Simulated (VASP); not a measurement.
# SnO2 (Pnnm) in VASP: further runs

SnO2 is run at these levels: PBEsol; tasks: single point.

All numbers are computed with VASP 6.6.1; they aren't measurements. Logs are shortened: lines on timing, memory, paths and dates and some standing lists are left out, and cuts for length are marked.

## 1. The cell of the first run

Symmetry: Pnnm, No. 58, orthorhombic system. The conventional cell has a = 4.690 Å, b = 4.767 Å, c = 3.175 Å, α = 90.00°, β = 90.00°, γ = 90.00°. Within 2.7 Å of Sn (site symmetry 2/m) lie 6 O at 2.05 Å. O (site symmetry m) has 3 Sn at 2.05 Å and 1 O at 2.59 Å within 2.7 Å.

## 2. Single point, PBEsol

Input file INCAR:

```
SYSTEM = SnO2
PREC = Accurate ; ENCUT = 520
EDIFF = 1E-7 ; ISMEAR = 0
SIGMA = 0.01 ; LREAL = .False.
LASPH = .True. ; NELM = 100
ALGO = Normal ; ISIF = 2
LWAVE = .False. ; LCHARG = .True.
GGA = PS ; LELF = .True.
LVHAR = .True. ; NBANDS = 35
```

Input file KPOINTS:

```
regular mesh
0
Gamma
  4 4 6
  0 0 0
```

Input file POSCAR:

```
SnO2
1.0
    4.6902622069      0.0000000000      0.0000000000
    0.0000000000      4.7672361241      0.0000000000
    0.0000000000      0.0000000000      3.1747386606
Sn O
2 4
Direct
    0.5000000000      0.5000000000      0.5000000000
    0.0000000000      0.0000000000      0.0000000000
    0.2918550000      0.3210420000      0.0000000000
    0.7918550000      0.1789580000      0.5000000000
    0.2081450000      0.8210420000      0.5000000000
    0.7081450000      0.6789580000      0.0000000000
```

Potentials or basis: VASP PAW PBE potentials, release 64 (Sn_d, O).

On the command line:

```bash
$ cat potpaw_PBE.64/Sn_d/POTCAR potpaw_PBE.64/O/POTCAR > POTCAR
$ mpirun -np 1 vasp_std > vasp.out
```

OUTCAR:

```text
SYSTEM = SnO2
   PREC = Accurate
   ENCUT = 520
   EDIFF = 1E-7
   ISMEAR = 0
   LREAL = .False.
   LASPH = .True.
   NELM = 100
   ISIF = 2
   GGA = PS

 ion  position               nearest neighbor table
   1  0.500  0.500  0.500-   3 2.05   6 2.05   3 2.05   6 2.05   5 2.05   4 2.05   2 3.70   2 3.70
                             2 3.70   2 3.70   2 3.70   2 3.70   2 3.70   2 3.70
   2  0.000  0.000  0.000-   4 2.05   5 2.05   4 2.05   5 2.05   3 2.05   6 2.05   1 3.70   1 3.70
                             1 3.70   1 3.70   1 3.70   1 3.70   1 3.70   1 3.70
   3  0.292  0.321  0.000-   1 2.05   1 2.05   2 2.05
   4  0.792  0.179  0.500-   2 2.05   2 2.05   1 2.05
   5  0.208  0.821  0.500-   2 2.05   2 2.05   1 2.05
   6  0.708  0.679  0.000-   1 2.05   1 2.05   2 2.05

  LATTYP: Found a simple orthorhombic cell.
 ALAT       =     3.1747386606
 B/A-ratio  =     1.4773695439
 C/A-ratio  =     1.5016152930

  Lattice vectors:

 A1 = (   0.0000000000,   0.0000000000,   3.1747386606)
 A2 = (   4.6902622069,   0.0000000000,   0.0000000000)
 A3 = (   0.0000000000,   4.7672361241,   0.0000000000)

Analysis of symmetry for initial positions (statically):
=====================================================================
 Subroutine PRICEL returns:
 Original cell was already a primitive cell.

 Routine SETGRP: Setting up the symmetry group for a
 simple orthorhombic supercell.

 Subroutine GETGRP returns: Found  8 space group operations
 (whereof  4 operations were pure point group operations)
 out of a pool of  8 trial point group operations.

The static configuration has the point symmetry C_2h.
 The point group associated with its full space group is D_2h.

Analysis of symmetry for dynamics (positions and initial velocities):
=====================================================================
 Subroutine PRICEL returns:
 Original cell was already a primitive cell.

 Routine SETGRP: Setting up the symmetry group for a
 simple orthorhombic supercell.

 Subroutine GETGRP returns: Found  8 space group operations
 (whereof  4 operations were pure point group operations)
 out of a pool of  8 trial point group operations.

The dynamic configuration has the point symmetry C_2h.
 The point group associated with its full space group is D_2h.

 Subroutine INISYM returns: Found  8 space group operations
 (whereof  4 operations are pure point group operations),
 and found     1 'primitive' translations

[... 100 lines left out ...]
   ENCUT  =  520.0 eV  38.22 Ry    6.18 a.u.   8.72  8.86  5.90*2*pi/ulx,y,z
   NELM   =    100;   NELMIN=  2; NELMDL= -5     # of ELM steps
   EDIFF  = 0.1E-06   stopping-criterion for ELM
   LREAL  =      F    real-space projection
   EDIFFG = 0.1E-05   stopping-criterion for IOM
   NSW    =      0    number of steps for IOM
   IBRION =     -1    ionic relax: 0-MD 1-quasi-New 2-CG
   NFREE  =      0    steps in history (QN), initial steepest desc. (CG)
   ISIF   =      2    stress and relaxation
   ISYM   =      2    0-nonsym 1-usesym 2-fastsym
   POTIM  = 0.5000    time-step for ionic-motion
   TEBEG  =    0.0;   TEEND  =   0.0 temperature during run
   PSTRESS=    0.0 pullay stress
   NELECT =      52.0000    total number of electrons
   NUPDOWN=      -1.0000    fix difference up-down
   EMIN   =  10.00;   EMAX   =-10.00  energy-range for DOS
   EFERMI =   0.00;   METHOD = LEGACY
   ISMEAR =     0;   SIGMA  =   0.01  broadening in eV -4-tet -1-fermi 0-gaus
   EFERMI_NEDOS =   21; number of points for ismear=-14 and -15
   IALGO  =     38    algorithm
   IMIX   =      4    mixing-type and parameters
     AMIX     =   0.40;   BMIX     =  1.00
     AMIX_MAG =   1.60;   BMIX_MAG =  1.00
  volume/ion in A,a.u.               =      11.83        79.84
  Fermi-wavevector in a.u.,A,eV,Ry     =   1.475770  2.788801 29.632091  2.177897
  Thomas-Fermi vector in A             =   2.590379
   LORBIT       =      0    0 simple, 1 ext, 2 COOP (PROOUT), +10 PAW based schemes
   GGA     = PS    functional components
   LHFCALC =     F    Hartree Fock is set to
   AEXX    =    0.0000 exact exchange contribution
   IVDW    =     0    specifies the selected vdW correction
   LEPSILON=     F    determine dielectric tensor
   LRPA    =     F    only Hartree local field effects (RPA)
 non-spin polarized calculation
 Gauss-broadening in eV      SIGMA  =   0.01
  energy-cutoff  :      520.00
  volume of cell :       70.99
 maximum number of plane-waves:      1928
 NGX is ok and might be reduce to    36
   NGX = 17   NGY = 17   NGZ = 11

 number of electron      51.9999989 magnetization

 Free energy of the ion-electron system (eV)
  ---------------------------------------------------
  ext. energy  EPLUGINS =         0.00000000
  ---------------------------------------------------
  free energy    TOTEN  =       -39.61034965 eV

  energy without entropy =      -39.61034965  energy(sigma->0) =      -39.61034965

 E-fermi :   6.0831     XC(G=0): -11.5819

 val. band max:        6.0359322609   @ k =   0.0000   0.0000   0.0000
 cond. band min:       7.3752215123   @ k =   0.0000   0.0000   0.0000
 fundamental gap:      1.3392892513
 Fermi energy:         6.0831391443

 k-point     1 :       0.0000    0.0000    0.0000
  band No.  band energies     occupation
      1     -14.9360      2.00000
      2     -14.1452      2.00000
      3     -13.8356      2.00000
      4     -13.8141      2.00000
      5     -13.8094      2.00000
      6     -13.7309      2.00000
[... 901 lines left out ...]
     34      17.6332      0.00000
     35      18.8078      0.00000

 [... further k-points ...]
[... 5 lines left out ...]
  --------------------------------------------------------------------------------------
  -------------------------------------------------------------------------------------
  Total        2.5515002      2.4059488      3.7480196      0.0000000      0.0000000      0.0000000
  in kB       57.5883210     54.3031715     84.5942162      0.0000000      0.0000000      0.0000000
  external PRESSURE =      65.4952363 kB  Pullay stress =       0.0000000 kB

 VOLUME and BASIS-vectors are now :
 -----------------------------------------------------------------------------
  energy-cutoff  :      520.00
  volume of cell :       70.99
      direct lattice vectors                 reciprocal lattice vectors
     4.690262207  0.000000000  0.000000000     0.213207696  0.000000000  0.000000000
     0.000000000  4.767236124  0.000000000     0.000000000  0.209765150  0.000000000
     0.000000000  0.000000000  3.174738661     0.000000000  0.000000000  0.314986557

 POSITION                                       TOTAL-FORCE (eV/Angst)
 -----------------------------------------------------------------------------------
      2.34513      2.38362      1.58737         0.000000      0.000000      0.000000
      0.00000      0.00000      0.00000         0.000000      0.000000      0.000000
      1.36888      1.53048      0.00000        -0.103339     -0.137410      0.000000
      3.71401      0.85314      1.58737        -0.103339      0.137410      0.000000
      0.97625      3.91410      1.58737         0.103339     -0.137410      0.000000
      3.32139      3.23675      0.00000         0.103339      0.137410      0.000000
 -----------------------------------------------------------------------------------
    total drift:                                0.000000      0.000000      0.000000

  FREE ENERGIE OF THE ION-ELECTRON SYSTEM (eV)
  ---------------------------------------------------
  free  energy   TOTEN  =       -39.6103496536 eV

  energy  without entropy=      -39.6103496536  energy(sigma->0) =      -39.61034965
```

It took 29 s on 1 thread of Intel Xeon 6975P-C (Granite Rapids), shared host; peak memory 0.21 GiB.

Results:

| Item | Value |
| --- | --- |
| Free energy | -39.6103 eV |
| Pressure | 6.5 GPa |
| Largest force | 0.172 eV/Å |
| Band gap on the k mesh | 1.34 eV, direct |

Forces in eV/Å, atoms in the order of the input:
```
Sn   0.000  0.000  0.000
Sn   0.000  0.000  0.000
O   -0.103 -0.137  0.000
O   -0.103  0.137  0.000
O    0.103 -0.137  0.000
O    0.103  0.137  0.000
```

Caveat: the PAW data sets were made with another functional, which shifts forces and pressure a little; spin-orbit coupling is left out, which moves the levels of the heavy elements. As with any semilocal functional, this PBEsol gap is likely too small.

## 3. Single point, PBEsol

This run uses another cell than the first one, of 12.08 Å³/atom, 1.021 times its volume.

Input file INCAR:

```
SYSTEM = SnO2
ALGO = Normal
EDIFF = 1E-6
ENCUT = 520
GGA = PS
ISIF = 2
ISMEAR = 0
LASPH = .True.
LCHARG = .False.
LREAL = .False.
LWAVE = .False.
NBANDS = 35
NELM = 100
PREC = Accurate
SIGMA = 0.01
```

Input file KPOINTS:

```
k-points
0
Gamma
  4 4 6
  0 0 0
```

Edit POSCAR of step 2 so:

```diff
@@ -2,5 +2,5 @@
 1.0
-    4.6902622069      0.0000000000      0.0000000000
-    0.0000000000      4.7672361241      0.0000000000
-    0.0000000000      0.0000000000      3.1747386606
+    4.7232933107      0.0000000000      0.0000000000
+    0.0000000000      4.8008093156      0.0000000000
+    0.0000000000      0.0000000000      3.1970967117
 Sn O
```

Potentials or basis: VASP PAW PBE potentials, release 64 (Sn_d, O).

On the command line:

```bash
$ cat potpaw_PBE.64/Sn_d/POTCAR potpaw_PBE.64/O/POTCAR > POTCAR
$ mpirun -np 1 vasp_std > vasp.out
```

OUTCAR:

```text
SYSTEM = SnO2
   EDIFF = 1E-6
   ENCUT = 520
   GGA = PS
   ISIF = 2
   ISMEAR = 0
   LASPH = .True.
   LREAL = .False.
   NELM = 100
   PREC = Accurate

 ion  position               nearest neighbor table
   1  0.500  0.500  0.500-   3 2.06   6 2.06   3 2.06   6 2.06   5 2.07   4 2.07   2 3.73   2 3.73
                             2 3.73   2 3.73   2 3.73   2 3.73   2 3.73   2 3.73
   2  0.000  0.000  0.000-   4 2.06   5 2.06   4 2.06   5 2.06   3 2.07   6 2.07   1 3.73   1 3.73
                             1 3.73   1 3.73   1 3.73   1 3.73   1 3.73   1 3.73
   3  0.292  0.321  0.000-   1 2.06   1 2.06   2 2.07
   4  0.792  0.179  0.500-   2 2.06   2 2.06   1 2.07
   5  0.208  0.821  0.500-   2 2.06   2 2.06   1 2.07
   6  0.708  0.679  0.000-   1 2.06   1 2.06   2 2.07

  LATTYP: Found a simple orthorhombic cell.
 ALAT       =     3.1970967117
 B/A-ratio  =     1.4773695439
 C/A-ratio  =     1.5016152930

  Lattice vectors:

 A1 = (   0.0000000000,   0.0000000000,   3.1970967117)
 A2 = (   4.7232933107,   0.0000000000,   0.0000000000)
 A3 = (   0.0000000000,   4.8008093156,   0.0000000000)

Analysis of symmetry for initial positions (statically):
=====================================================================
 Subroutine PRICEL returns:
 Original cell was already a primitive cell.

 Routine SETGRP: Setting up the symmetry group for a
 simple orthorhombic supercell.

 Subroutine GETGRP returns: Found  8 space group operations
 (whereof  4 operations were pure point group operations)
 out of a pool of  8 trial point group operations.

The static configuration has the point symmetry C_2h.
 The point group associated with its full space group is D_2h.

Analysis of symmetry for dynamics (positions and initial velocities):
=====================================================================
 Subroutine PRICEL returns:
 Original cell was already a primitive cell.

[... 138 lines left out ...]
  Fermi-wavevector in a.u.,A,eV,Ry     =   1.465450  2.769298 29.219091  2.147543
  Thomas-Fermi vector in A             =   2.581305
   LORBIT       =      0    0 simple, 1 ext, 2 COOP (PROOUT), +10 PAW based schemes
   GGA     = PS    functional components
   LHFCALC =     F    Hartree Fock is set to
   AEXX    =    0.0000 exact exchange contribution
   IVDW    =     0    specifies the selected vdW correction
   LEPSILON=     F    determine dielectric tensor
   LRPA    =     F    only Hartree local field effects (RPA)
 non-spin polarized calculation
 Gauss-broadening in eV      SIGMA  =   0.01
  energy-cutoff  :      520.00
  volume of cell :       72.50
 maximum number of plane-waves:      2000
 NGX is ok and might be reduce to    36
   NGX = 17   NGY = 17   NGZ = 11

 number of electron      52.0000005 magnetization

 Free energy of the ion-electron system (eV)
  ---------------------------------------------------
  ext. energy  EPLUGINS =         0.00000000
  ---------------------------------------------------
  free energy    TOTEN  =       -39.65228032 eV

  energy without entropy =      -39.65228032  energy(sigma->0) =      -39.65228032

 E-fermi :   5.8628     XC(G=0): -11.4693

 val. band max:        5.7825144408   @ k =   0.0000   0.0000   0.0000
 cond. band min:       6.8951989139   @ k =   0.0000   0.0000   0.0000
 fundamental gap:      1.1126844731
 Fermi energy:         5.8627684176

 k-point     1 :       0.0000    0.0000    0.0000
  band No.  band energies     occupation
      1     -15.1446      2.00000
      2     -14.3951      2.00000
      3     -14.1294      2.00000
      4     -14.1067      2.00000
      5     -14.1024      2.00000
      6     -14.0258      2.00000
[... 901 lines left out ...]
     34      17.1984      0.00000
     35      18.4414      0.00000

 [... further k-points ...]

------------------------ aborting loop because EDIFF is reached ----------------------------------------

  FORCE on cell =-STRESS in cart. coord.  units (eV):
  Direction    XX          YY          ZZ          XY          YZ          ZX
  --------------------------------------------------------------------------------------
  -------------------------------------------------------------------------------------
  Total        0.7283392      0.5927345      1.3172971      0.0000000      0.0000000      0.0000000
  in kB       16.0964140     13.0995285     29.1124774      0.0000000      0.0000000      0.0000000
  external PRESSURE =      19.4361399 kB  Pullay stress =       0.0000000 kB

 VOLUME and BASIS-vectors are now :
 -----------------------------------------------------------------------------
  energy-cutoff  :      520.00
  volume of cell :       72.50
      direct lattice vectors                 reciprocal lattice vectors
     4.723293311  0.000000000  0.000000000     0.211716685  0.000000000  0.000000000
     0.000000000  4.800809316  0.000000000     0.000000000  0.208298213  0.000000000
     0.000000000  0.000000000  3.197096712     0.000000000  0.000000000  0.312783782

 POSITION                                       TOTAL-FORCE (eV/Angst)
 -----------------------------------------------------------------------------------
      2.36165      2.40040      1.59855         0.000000     -0.000000      0.000000
      0.00000      0.00000      0.00000         0.000000     -0.000000      0.000000
      1.37852      1.54126      0.00000        -0.028234     -0.095139      0.000000
      3.74016      0.85914      1.59855        -0.028234      0.095139      0.000000
      0.98313      3.94167      1.59855         0.028234     -0.095139     -0.000000
      3.34478      3.25955      0.00000         0.028234      0.095139     -0.000000
 -----------------------------------------------------------------------------------
    total drift:                                0.000000      0.000000      0.000000

  FREE ENERGIE OF THE ION-ELECTRON SYSTEM (eV)
  ---------------------------------------------------
  free  energy   TOTEN  =       -39.6522803209 eV

  energy  without entropy=      -39.6522803209  energy(sigma->0) =      -39.65228032
```

OSZICAR:

```text
N       E                     dE             d eps       ncg     rms          rms(c)
DAV:   1     0.639620591199E+03    0.63962E+03   -0.25501E+04  2776   0.231E+03
DAV:   2     0.584469869601E+02   -0.58117E+03   -0.54761E+03  2680   0.614E+02
DAV:   3    -0.397742344245E+02   -0.98221E+02   -0.96433E+02  2731   0.209E+02
DAV:   4    -0.449839085933E+02   -0.52097E+01   -0.51658E+01  3165   0.519E+01
DAV:   5    -0.451201657302E+02   -0.13626E+00   -0.13602E+00  3103   0.882E+00    0.149E+01
DAV:   6    -0.396491523043E+02    0.54710E+01   -0.15210E+01  3926   0.611E+01    0.610E+00
DAV:   7    -0.397074857568E+02   -0.58333E-01   -0.17744E+00  2914   0.735E+00    0.315E+00
DAV:   8    -0.396619410592E+02    0.45545E-01   -0.17753E-01  3761   0.381E+00    0.697E-01
DAV:   9    -0.396517890917E+02    0.10152E-01   -0.31549E-02  4111   0.294E+00    0.123E-01
DAV:  10    -0.396522295063E+02   -0.44041E-03   -0.34674E-03  3357   0.499E-01    0.460E-02
DAV:  11    -0.396522812489E+02   -0.51743E-04   -0.14033E-04  3820   0.925E-02    0.184E-02
DAV:  12    -0.396522824175E+02   -0.11686E-05   -0.97480E-06  3713   0.245E-02    0.112E-02
DAV:  13    -0.396522803009E+02    0.21166E-05   -0.77547E-06  3081   0.397E-02    0.226E-03
DAV:  14    -0.396522803209E+02   -0.19963E-07   -0.49803E-07  1620   0.682E-03
   1 F= -.39652280E+02 E0= -.39652280E+02  d E =-.627402E-32
```

It took 29 s on 1 thread of Intel Xeon 6975P-C (Granite Rapids), shared host; peak memory 0.21 GiB.

What came out:

| Property | Result |
| --- | --- |
| Free energy | -39.6523 eV |
| Pressure | 1.9 GPa |
| Largest force | 0.099 eV/Å |
| Band gap on the k mesh | 1.11 eV, direct |

Forces in eV/Å, atoms in the order of the input:
```
Sn   0.000  0.000  0.000
Sn   0.000  0.000  0.000
O   -0.028 -0.095  0.000
O   -0.028  0.095  0.000
O    0.028 -0.095  0.000
O    0.028  0.095  0.000
```

Levels at points of the mesh, in eV from the valence-band top:
```csv
k point,band 22,band 23,band 24,band 25,band 26,band 27,band 28,band 29,band 30,band 31
"(0.00, 0.00, 0.00)",-1.18,-1.15,-0.69,-0.68,0.00,1.11,5.98,6.11,6.28,10.35
"(0.50, 0.00, 0.00)",-1.78,-1.13,-1.13,-0.49,-0.49,4.18,4.18,6.70,6.70,10.82
"(0.00, 0.50, 0.00)",-2.01,-1.12,-1.12,-0.61,-0.61,4.34,4.34,7.18,7.18,10.63
"(0.50, 0.50, 0.00)",-1.92,-1.25,-1.25,-0.79,-0.79,4.69,4.69,7.33,7.33,10.77
"(0.00, 0.00, 0.50)",-2.58,-1.58,-1.58,-1.13,-1.13,6.01,6.01,9.54,9.54,10.46
"(0.50, 0.00, 0.50)",-1.81,-0.91,-0.91,-0.71,-0.71,6.33,6.33,7.95,7.95,10.62
"(0.00, 0.50, 0.50)",-1.49,-1.13,-1.13,-0.60,-0.60,6.23,6.23,7.72,7.72,11.13
"(0.50, 0.50, 0.50)",-2.39,-0.91,-0.91,-0.73,-0.73,4.71,4.71,8.71,8.71,10.88
```

Caveat: the PAW data sets were made with another functional, which shifts forces and pressure a little; spin-orbit coupling is left out, which moves the levels of the heavy elements. A hybrid or GW would open this gap; PBEsol tends to underestimate it.
